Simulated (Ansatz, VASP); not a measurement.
**MgI2 in VASP and in Ansatz**

```xyz
3
Lattice="4.2072 0.0000 0.0000 -2.1036 3.6435 0.0000 0.0000 0.0000 7.4993" Properties=species:S:1:pos:R:3 pbc="T T T"
Mg    0.0000    0.0000    0.0000
I     0.0000    2.4290    5.8934
I     2.1036    1.2145    1.6058
```

Change from the starting cell: engineering shear strain xz +0.0000, normal strain along z -0.0400.

Alike in both runs: task relaxation of the atoms; functional PBE; k mesh 6 × 6 × 4; occupations gaussian, width 0.05 eV; no spin polarisation.

|  | VASP | Ansatz |
| --- | --- | --- |
| version | VASP 6.6.1 | Ansatz 0.2.0 |
| potentials or method | VASP PAW PBE potentials, release 64 (Mg, I), cutoff 520 eV | scalar-relativistic, plane waves, PAW |
| valence electrons in the cell | 16 | 44 |

```tsv
	VASP	Ansatz	Ansatz less VASP
gap on the k mesh at the Fermi level, each at its own relaxed structure (eV)	3.61	3.62	+0.011
```

VASP's potentials hold 16 valence electrons a cell and Ansatz's 44, so a difference there can come from the potentials and not from the codes. Ansatz's warnings: stress scf threshold loose.

Neither program's run includes spin-orbit coupling.
